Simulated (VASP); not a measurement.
Crystal: MgO (Periclase).

```
CELL_PARAMETERS angstrom
0.00000 2.10217 2.10217
2.10217 0.00000 2.10217
2.10217 2.10217 0.00000
ATOMIC_POSITIONS crystal
Mg 0.00000 0.00000 0.00000
O 0.50000 0.50000 0.50000
```

Base run:

```yaml
Program: VASP 6.6.1
Functional: PBE
Dispersion: D4
Potentials_or_basis: VASP PAW PBE potentials, release 64 (Mg, O)
Cutoff: 520 eV
k_mesh: 8 × 8 × 8
Occupations: gaussian, width 0.01 eV
Spin: no spin polarisation
```

Its results: band gap on the k mesh 4.78 eV, direct; pressure 1.7 GPa.

Problem. The run is repeated on the same cell with these changes: dispersion from D4 to none; occupations from gaussian, width 0.01 eV to methfessel-paxton, width 0.05 eV. What comes out?

Solution. Band gap on the k mesh 4.78 eV, direct; pressure 4.9 GPa.

